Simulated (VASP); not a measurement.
Wanted: the native input for a VASP 6.6.1 run.

| Property | Result |
| --- | --- |
| Task | single point |
| Functional | PBE |
| Potentials or basis | VASP PAW PBE potentials, release 64 (O, K_sv, S) |
| Cutoff | 600 eV |
| k mesh | 3 × 3 × 3, shifted |
| Occupations | methfessel-paxton, width 0.1507 eV |
| Spin | no spin polarisation |
| Dipole correction | no |
| Further INCAR settings | ALGO = Normal; EDIFF = 1e-06; NBANDS = 51 |

The structure of KS4O lies in POSCAR:

```
KS4O
1.0
   -0.0764100000      6.2540840000      0.1042840000
    6.3642750000     -0.0764100000      0.0612520000
    3.0834190000      2.9858100000     -6.0017390000
O K S
2 2 8
Direct
    0.5059260000      0.9951990000      0.9969990000
    0.0212340000      0.5009170000      0.9912510000
    0.2367650000      0.2596410000      0.5091040000
    0.7625990000      0.7599270000      0.4984830000
    0.7595300000      0.2702390000      0.7909140000
    0.2804850000      0.4577990000      0.7811910000
    0.4646340000      0.9504440000      0.7637380000
    0.9365020000      0.7663500000      0.7795960000
    0.7202450000      0.5468360000      0.2311230000
    0.2146390000      0.7299680000      0.2267450000
    0.0504200000      0.2265870000      0.2366710000
    0.5585690000      0.0727440000      0.2270290000
```

The input as run:

INCAR

```
SYSTEM = KS4O
PREC     = Accurate       ! precision mode
ENCUT    = 600            ! plane-wave cutoff, eV
EDIFF    = 1E-6           ! SCF threshold, eV
ISMEAR   = 1              ! smearing method
SIGMA    = 0.1507         ! smearing width, eV
LREAL    = .False.        ! projectors in reciprocal space
LASPH    = .True.         ! aspherical terms in the spheres
NELM     = 120            ! most SCF steps
ALGO     = Normal         ! electronic algorithm
ISIF     = 2              ! what is computed and relaxed
LWAVE    = .False.        ! write WAVECAR
LCHARG   = .False.        ! write CHGCAR
GGA      = PE             ! functional
NBANDS   = 51             ! bands
GGA_COMPAT= .False.
```

KPOINTS

```
Automatic mesh
0
Gamma
  3 3 3
  0 0.5 0
```

Potentials or basis: VASP PAW PBE potentials, release 64 (O, K_sv, S).

Command:

```sh
$ cat potpaw_PBE.64/O/POTCAR potpaw_PBE.64/K_sv/POTCAR potpaw_PBE.64/S/POTCAR > POTCAR
$ mpirun -np 1 vasp_std > vasp.out
```

Results of the run:

```yaml
Pressure: 3.0 GPa
Largest_force: 2.389 eV/Å
Band_gap_on_the_k_mesh: zero (bands 39 and 40 overlap by 0.39 eV)
```

Caveat: the k points lie up to 0.37 Å⁻¹ apart; forces of over 1 eV/Å act on the atoms, so gaps and moduli don't describe the material at rest.

Run time: 8.7 min on 1 thread of AMD EPYC 7R13 (shared host), peak memory 0.48 GiB.
